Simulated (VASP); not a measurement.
Set up this calculation in VASP 6.6.1, as the native input.

```
Task                   : single point
Functional             : PBE
Potentials or basis    : VASP PAW PBE potentials, release 64 (Te, As)
Cutoff                 : 520 eV
k mesh                 : 4 × 4 × 4, shifted
Occupations            : gaussian, width 0.1 eV
Spin                   : no spin polarisation
Dipole correction      : no
Further INCAR settings : ALGO = Normal; EDIFF = 1e-06; NBANDS = 25
```

The structure of TeAs2 lies in POSCAR:

```
TeAs2
1.0
   -3.5564540000      3.5564540000      2.9405160000
    3.5564540000     -3.5564540000      2.9405160000
    3.5564540000      3.5564540000     -2.9405160000
Te As
2 4
Direct
    0.7500000000      0.2500000000      0.5000000000
    0.0000000000      0.0000000000      0.0000000000
    0.3750000000      0.6250000000      0.2500000000
    0.3750000000      0.1250000000      0.7500000000
    0.3750000000      0.6250000000      0.7500000000
    0.8750000000      0.6250000000      0.2500000000
```

The input as run:

INCAR

```
SYSTEM = TeAs2
PREC     = Accurate       ! precision mode
ENCUT    = 520            ! plane-wave cutoff, eV
EDIFF    = 1E-6           ! SCF threshold, eV
ISMEAR   = 0              ! smearing method
SIGMA    = 0.1            ! smearing width, eV
LREAL    = .FALSE.        ! projectors in reciprocal space
LASPH    = .TRUE.         ! aspherical terms in the spheres
NELM     = 100            ! most SCF steps
ALGO     = Normal         ! electronic algorithm
ISIF     = 2              ! what is computed and relaxed
LWAVE    = .FALSE.        ! write WAVECAR
LCHARG   = .FALSE.        ! write CHGCAR
GGA      = PE             ! functional
NBANDS   = 25             ! bands
```

KPOINTS

```
Automatic mesh
0
Gamma
  4 4 4
  0.5 0.5 0.5
```

Potentials or basis: VASP PAW PBE potentials, release 64 (Te, As).

The run is started by

```bash
$ cat potpaw_PBE.64/Te/POTCAR potpaw_PBE.64/As/POTCAR > POTCAR
$ mpirun -np 1 vasp_std > vasp.out
```

It gave:

```
Pressure               : -0.4 GPa
Band gap on the k mesh : 0.29 eV (least direct gap 0.43 eV)
```

Caveat: spin-orbit coupling is left out, which moves the levels of the heavy elements; a shifted mesh leaves out Γ, where band edges can lie.

Run time: 25 s on 1 thread of Intel(R) Xeon(R) 6975P-C (Granite Rapids) (shared host), peak memory 0.3 GiB.
